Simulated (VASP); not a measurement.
Sn, 1 atom in the cell. It takes space group Im-3m (No. 229, cubic). The conventional cell has a = 3.453 Å, b = 3.453 Å, c = 3.453 Å, α = 90.00°, β = 90.00°, γ = 90.00°. Within 3.9 Å of Sn (site symmetry m-3m) lie 14 Sn at 2.99 to 3.45 Å. 

```yaml
Program: VASP 6.6.1
Task: single point
Functional: RPBE
Dispersion: D3(BJ)
Potentials_or_basis: VASP PAW PBE potentials, release 64 (Sn_d)
Cutoff: 520 eV
k_mesh: 10 × 10 × 10
Occupations: fermi-dirac, width 0.05 eV
Spin: no spin polarisation
Dipole_correction: no
Further_INCAR_settings: ALGO = Normal; EDIFF = 1e-06; NBANDS = 13
```

Potentials or basis: VASP PAW PBE potentials, release 64 (Sn_d).

Run with:

```console
$ cat potpaw_PBE.64/Sn_d/POTCAR > POTCAR
$ mpirun -np 1 vasp_std > vasp.out
```

Hardware: 1 thread of Intel(R) Xeon(R) Platinum 8259CL CPU @ 2.50GHz (Skylake/Cascade Lake) (shared host).

**Question.** Estimate the wall time of this run.

**Answer.** Wall time 6.4 s on 1 thread of Intel(R) Xeon(R) Platinum 8259CL CPU @ 2.50GHz (Skylake/Cascade Lake), with other jobs on the host, peak memory 0.15 GiB. Counts: scf iterations 10, k points 47.
